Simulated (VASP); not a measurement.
# AlN (F-43m) in VASP: single point with HSE06

Aim: the single point of AlN with HSE06.

All numbers are computed with VASP 6.6.1; they aren't measurements. Logs are shortened: lines on timing, memory, paths and dates and some standing lists are left out, and cuts for length are marked.

### Step 1. The cell of the first run

The structure is cubic, space group F-43m (No. 216). Conventional cell: a = 4.370 Å, b = 4.370 Å, c = 4.370 Å, α = 90.00°, β = 90.00°, γ = 90.00°. Al (site symmetry -43m) has 4 N at 1.89 Å within 2.5 Å. N (site symmetry -43m) has 4 Al at 1.89 Å within 2.5 Å.

### Step 2. Single point, HSE06

POSCAR reads:

```
AlN
1.0
    0.0000000000      2.1848764855      2.1848764855
    2.1848764855      0.0000000000      2.1848764855
    2.1848764855      2.1848764855      0.0000000000
Al N
1 1
Direct
    0.0000000000      0.0000000000      0.0000000000
    0.7500000000      0.7500000000      0.7500000000
```

INCAR.step1 reads:

```
SYSTEM = AlN
PREC = Accurate ; ENCUT = 520
EDIFF = 1E-5 ; ISMEAR = 0
SIGMA = 0.001 ; LREAL = .FALSE.
LASPH = .TRUE. ; NELM = 80
ALGO = Normal ; ISIF = 2
LWAVE = .TRUE. ; LCHARG = .FALSE.
NBANDS = 11 ; GGA = PE
```

INCAR.step2 reads:

```
SYSTEM = AlN
PREC = Accurate ; ENCUT = 520
EDIFF = 1E-7 ; ISMEAR = 0
SIGMA = 0.001 ; LREAL = .FALSE.
LASPH = .TRUE. ; NELM = 80
ALGO = Normal ; ISIF = 2
LWAVE = .FALSE. ; LCHARG = .FALSE.
GGA = PE ; LHFCALC = .TRUE.
HFSCREEN = 0.2079 ; PRECFOCK = Normal
NBANDS = 11 ; ISTART = 1
```

KPOINTS reads:

```
Automatic mesh
0
G
  4 4 4
  0 0 0
```

Potentials or basis: VASP PAW PBE potentials, release 64 (Al, N).

The run is started by

```bash
$ cat potpaw_PBE.64/Al/POTCAR potpaw_PBE.64/N/POTCAR > POTCAR
$ cp INCAR.step1 INCAR
$ mpirun -np 1 vasp_std > vasp.out
$ cp INCAR.step2 INCAR
$ mpirun -np 1 vasp_std > vasp.out
```

OUTCAR:

```text
SYSTEM = AlN
   PREC = Accurate
   ENCUT = 520
   EDIFF = 1E-7
   ISMEAR = 0
   LREAL = .FALSE.
   LASPH = .TRUE.
   NELM = 80
   ISIF = 2
   GGA = PE
   LHFCALC = .TRUE.
   HFSCREEN = 0.2079
   PRECFOCK = Normal
   ISTART = 1

 ion  position               nearest neighbor table
   1  0.000  0.000  0.000-   2 1.89   2 1.89   2 1.89   2 1.89
   2  0.750  0.750  0.750-   1 1.89   1 1.89   1 1.89   1 1.89

  LATTYP: Found a face centered cubic cell.
 ALAT       =     4.3697529710

  Lattice vectors:

 A1 = (   0.0000000000,   2.1848764855,   2.1848764855)
 A2 = (   2.1848764855,   0.0000000000,   2.1848764855)
 A3 = (   2.1848764855,   2.1848764855,   0.0000000000)

Analysis of symmetry for initial positions (statically):
=====================================================================
 Subroutine PRICEL returns:
 Original cell was already a primitive cell.

 Routine SETGRP: Setting up the symmetry group for a
 face centered cubic supercell.

 Subroutine GETGRP returns: Found 24 space group operations
 (whereof 24 operations were pure point group operations)
 out of a pool of 48 trial point group operations.

The static configuration has the point symmetry T_d .

Analysis of symmetry for dynamics (positions and initial velocities):
=====================================================================
 Subroutine PRICEL returns:
 Original cell was already a primitive cell.

 Routine SETGRP: Setting up the symmetry group for a
 face centered cubic supercell.

 Subroutine GETGRP returns: Found 24 space group operations
 (whereof 24 operations were pure point group operations)
 out of a pool of 48 trial point group operations.

The dynamic configuration has the point symmetry T_d .

 Subroutine INISYM returns: Found 24 space group operations
 (whereof 24 operations are pure point group operations),
 and found     1 'primitive' translations

----------------------------------------------------------------------------------------

                                     Primitive cell

  volume of cell :      20.8598

  direct lattice vectors                    reciprocal lattice vectors
     0.000000000  2.184876485  2.184876485    -0.228845888  0.228845888  0.228845888
     2.184876485  0.000000000  2.184876485     0.228845888 -0.228845888  0.228845888
     2.184876485  2.184876485  0.000000000     0.228845888  0.228845888 -0.228845888

  length of vectors
     3.089881958  3.089881958  3.089881958     0.396372706  0.396372706  0.396372706

  position of ions in fractional coordinates (direct lattice)
     0.000000000  0.000000000  0.000000000
     0.750000000  0.750000000  0.750000000

  ion indices of the primitive-cell ions
   primitive index   ion index
                 1           1
                 2           2

----------------------------------------------------------------------------------------

 KPOINTS: Automatic mesh

Automatic generation of k-mesh.
 Grid dimensions read from file:
 generate k-points for:    4    4    4

 Generating k-lattice:

  Cartesian coordinates                     Fractional coordinates (reciprocal lattice)
    -0.057211472  0.057211472  0.057211472     0.250000000  0.000000000  0.000000000
     0.057211472 -0.057211472  0.057211472     0.000000000  0.250000000  0.000000000
     0.057211472  0.057211472 -0.057211472     0.000000000  0.000000000  0.250000000

  Length of vectors
     0.099093176  0.099093176  0.099093176

  Shift w.r.t. Gamma in fractional coordinates (k-lattice)
     0.000000000  0.000000000  0.000000000

 Subroutine IBZKPT returns following result:
 ===========================================

 Found      8 irreducible k-points:

 Following reciprocal coordinates:
            Coordinates               Weight
  0.000000  0.000000  0.000000      1.000000
  0.250000  0.000000  0.000000      8.000000
  0.500000  0.000000  0.000000      4.000000
  0.250000  0.250000  0.000000      6.000000
  0.500000  0.250000  0.000000     24.000000
 -0.250000  0.250000  0.000000     12.000000
  0.500000  0.500000  0.000000      3.000000
 -0.250000  0.500000  0.250000      6.000000
   k-points           NKPTS =      8   k-points in BZ     NKDIM =     64   number of bands    NBANDS=     11
   number of dos      NEDOS =    301   number of ions     NIONS =      2
   total plane-waves  NPLWV =  13824
   dimension x,y,z NGX =    24 NGY =   24 NGZ =   24
   dimension x,y,z NGXF=    48 NGYF=   48 NGZF=   48
   ions per type =               1   1
   NGX,Y,Z   is equivalent  to a cutoff of  12.91, 12.91, 12.91 a.u.
   NGXF,Y,Z  is equivalent  to a cutoff of  25.83, 25.83, 25.83 a.u.
 SYSTEM =  AlN
   PREC   = accura    normal or accurate (medium, high low for compatibility)
   ISTART =      1    job   : 0-new  1-cont  2-samecut
   ICHARG =      0    charge: 1-file 2-atom 10-const
   ISPIN  =      1    spin polarized calculation?
   LNONCOLLINEAR =      F non collinear calculations
   LSORBIT =      F    spin-orbit coupling
   LASPH  =      T    aspherical Exc in radial PAW
   ENCUT  =  520.0 eV  38.22 Ry    6.18 a.u.   5.75  5.75  5.75*2*pi/ulx,y,z
   NELM   =     80;   NELMIN=  2; NELMDL=  0     # of ELM steps
   EDIFF  = 0.1E-06   stopping-criterion for ELM
   LREAL  =      F    real-space projection
   EDIFFG = 0.1E-05   stopping-criterion for IOM
   NSW    =      0    number of steps for IOM
   IBRION =     -1    ionic relax: 0-MD 1-quasi-New 2-CG
   NFREE  =      0    steps in history (QN), initial steepest desc. (CG)
   ISIF   =      2    stress and relaxation
   ISYM   =      3    0-nonsym 1-usesym 2-fastsym
   POTIM  = 0.5000    time-step for ionic-motion
   TEBEG  =    0.0;   TEEND  =   0.0 temperature during run
   PSTRESS=    0.0 pullay stress
   NELECT =       8.0000    total number of electrons
   NUPDOWN=      -1.0000    fix difference up-down
   EMIN   =  10.00;   EMAX   =-10.00  energy-range for DOS
   EFERMI =   0.00;   METHOD = LEGACY
   ISMEAR =     0;   SIGMA  =   0.00  broadening in eV -4-tet -1-fermi 0-gaus
   EFERMI_NEDOS =   21; number of points for ismear=-14 and -15
   IALGO  =     38    algorithm
   IMIX   =      1    mixing-type and parameters
     AMIX     =   0.40;   BMIX     =  1.00
     AMIX_MAG =   1.60;   BMIX_MAG =  1.00
  volume/ion in A,a.u.               =      10.43        70.38
  Fermi-wavevector in a.u.,A,eV,Ry     =   1.189418  2.247675 19.248377  1.414716
  Thomas-Fermi vector in A             =   2.325526
   LORBIT       =      0    0 simple, 1 ext, 2 COOP (PROOUT), +10 PAW based schemes
   GGA     = PE    functional components
   LHFCALC =     T    Hartree Fock is set to
   PRECFOCK=normal    Normal, Fast or Accurate (Low or Medium for compatibility)
   ENCUT4O =  -1.0   cutoff for four orbital integrals eV
   NKREDX  =     1    reduce k-point grid by
   NKREDY  =     1    reduce k-point grid by
   NKREDZ  =     1    reduce k-point grid by
   AEXX    =    0.2500 exact exchange contribution
   HFSCREEN=    0.2079 screening length (either q_TF or 0.3 A-1)
   HFSCREENC=   0.2079 screening length for correlation (either q_TF or 0.3 A-1)
   ENCUTFOCK=  -1.0 apply spherical cutoff to Coloumb kernel
   IVDW    =     0    specifies the selected vdW correction
   LEPSILON=     F    determine dielectric tensor
   LRPA    =     F    only Hartree local field effects (RPA)
 non-spin polarized calculation
 Gauss-broadening in eV      SIGMA  =   0.00
  energy-cutoff  :      520.00
  volume of cell :       20.86
 maximum number of plane-waves:       588
 NGX is ok and might be reduce to    24
  NGX = 18; NGY = 18; NGZ = 18

 number of electron       8.0000000 magnetization

 Free energy of the ion-electron system (eV)
  ---------------------------------------------------
  ext. energy  EPLUGINS =         0.00000000
  ---------------------------------------------------
  free energy    TOTEN  =       -17.36536099 eV

  energy without entropy =      -17.36536099  energy(sigma->0) =      -17.36536099

 E-fermi :   5.0901     XC(G=0):  -9.0046

 val. band max:        5.0480707118   @ k =   0.0000   0.0000   0.0000
 cond. band min:       9.6001032804   @ k =   0.5000   0.5000   0.0000
 fundamental gap:      4.5520325686
 Fermi energy:         5.0900989090

 k-point     1 :       0.0000    0.0000    0.0000
  band No.  band energies     occupation
      1     -11.4136      2.00000
      2       5.0481      2.00000
      3       5.0481      2.00000
      4       5.0481      2.00000
      5      10.6071      0.00000
      6      19.2671      0.00000
      7      19.2671      0.00000
      8      19.2671      0.00000
      9      24.6241      0.00000
     10      24.6241      0.00000
     11      26.0155      0.00000

 k-point     2 :       0.2500    0.0000    0.0000
  band No.  band energies     occupation
      1     -10.5032      2.00000
      2       1.5462      2.00000
      3       4.7663      2.00000
      4       4.7663      2.00000
      5      12.9849      0.00000
      6      17.7151      0.00000
      7      19.0385      0.00000
      8      19.0385      0.00000
      9      23.1320      0.00000
     10      23.1320      0.00000
     11      24.0397      0.00000

 k-point     3 :       0.5000    0.0000    0.0000
  band No.  band energies     occupation
      1      -9.2293      2.00000
      2      -1.2955      2.00000
      3       4.5156      2.00000
      4       4.5156      2.00000
      5      13.9123      0.00000
      6      16.6825      0.00000
      7      17.7847      0.00000
      8      17.7847      0.00000
      9      24.9448      0.00000
     10      27.2653      0.00000
     11      27.2653      0.00000

 k-point     4 :       0.2500    0.2500    0.0000
  band No.  band energies     occupation
      1     -10.2065      2.00000
      2       1.9614      2.00000
      3       3.9748      2.00000
      4       3.9748      2.00000
      5      12.4209      0.00000
      6      16.8471      0.00000
      7      18.2811      0.00000
      8      20.9221      0.00000
      9      20.9221      0.00000
     10      26.5745      0.00000
     11      29.7989      0.00000

 k-point     5 :       0.5000    0.2500    0.0000
  band No.  band energies     occupation
      1      -8.9402      2.00000
      2      -0.1170      2.00000
      3       2.5314      2.00000
      4       3.7369      2.00000
      5      12.3231      0.00000
      6      16.6517      0.00000
      7      19.0341      0.00000
      8      20.2692      0.00000
      9      22.6655      0.00000
     10      27.9144      0.00000
     11      29.9009      0.00000

 k-point     6 :      -0.2500    0.2500    0.0000
  band No.  band energies     occupation
      1      -9.3667      2.00000
      2       0.3403      2.00000
      3       2.3629      2.00000
      4       4.4739      2.00000
      5      14.4101      0.00000
      6      15.8874      0.00000
      7      18.4895      0.00000
      8      19.2536      0.00000
      9      22.8902      0.00000
     10      25.8086      0.00000
     11      29.0882      0.00000

 k-point     7 :       0.5000    0.5000    0.0000
  band No.  band energies     occupation
      1      -8.5490      2.00000
      2      -0.2799      2.00000
      3       3.0965      2.00000
      4       3.0965      2.00000
      5       9.6001      0.00000
      6      15.1147      0.00000
      7      21.1385      0.00000
      8      22.8533      0.00000
      9      22.8533      0.00000
     10      30.7851      0.00000
     11      31.2447      0.00000

 k-point     8 :      -0.2500    0.5000    0.2500
  band No.  band energies     occupation
      1      -8.4904      2.00000
      2       0.9376      2.00000
      3       1.3218      2.00000
      4       2.1796      2.00000
      5      12.4899      0.00000
      6      18.1415      0.00000
      7      18.7328      0.00000
      8      19.1459      0.00000
      9      24.3524      0.00000
     10      25.9497      0.00000
     11      32.4501      0.00000

------------------------ aborting loop because EDIFF is reached ----------------------------------------

  FORCE on cell =-STRESS in cart. coord.  units (eV):
  Direction    XX          YY          ZZ          XY          YZ          ZX
  --------------------------------------------------------------------------------------
  -------------------------------------------------------------------------------------
  Total       -0.1023174     -0.1023174     -0.1023174      0.0000000      0.0000000      0.0000000
  in kB       -7.8586788     -7.8586788     -7.8586788      0.0000000      0.0000000      0.0000000
  external PRESSURE =      -7.8586788 kB  Pullay stress =       0.0000000 kB

 VOLUME and BASIS-vectors are now :
 -----------------------------------------------------------------------------
  energy-cutoff  :      520.00
  volume of cell :       20.86
      direct lattice vectors                 reciprocal lattice vectors
     0.000000000  2.184876485  2.184876485    -0.228845888  0.228845888  0.228845888
     2.184876485  0.000000000  2.184876485     0.228845888 -0.228845888  0.228845888
     2.184876485  2.184876485  0.000000000     0.228845888  0.228845888 -0.228845888

 POSITION                                       TOTAL-FORCE (eV/Angst)
 -----------------------------------------------------------------------------------
      0.00000      0.00000      0.00000         0.000000      0.000000      0.000000
      3.27731      3.27731      3.27731        -0.000000     -0.000000     -0.000000
 -----------------------------------------------------------------------------------
    total drift:                               -0.000001      0.000000     -0.000000

  FREE ENERGIE OF THE ION-ELECTRON SYSTEM (eV)
  ---------------------------------------------------
  free  energy   TOTEN  =       -17.3653609874 eV

  energy  without entropy=      -17.3653609874  energy(sigma->0) =      -17.36536099
```

It took 2.8 min on 1 thread of AMD EPYC 7R13, shared host; peak memory 0.2 GiB.

What came out:

```yaml
Free_energy: -17.3654 eV
Pressure: -0.8 GPa
Band_gap_on_the_k_mesh: 4.55 eV, indirect (least direct gap 5.56 eV)
```

Levels at points of the mesh, in eV from the valence-band top:
```csv
k point,band 2,band 3,band 4,band 5,band 6,band 7
"(0.00, 0.00, 0.00)",0.00,0.00,0.00,5.56,14.22,14.22
"(0.50, 0.00, 0.00)",-6.34,-0.53,-0.53,8.86,11.63,12.74
"(0.50, 0.50, 0.00)",-5.33,-1.95,-1.95,4.55,10.07,16.09
```

Caveat: the k points lie up to 0.62 Å⁻¹ apart; the PAW data sets were made with another functional, which shifts forces and pressure a little. A k mesh can miss the band edges.
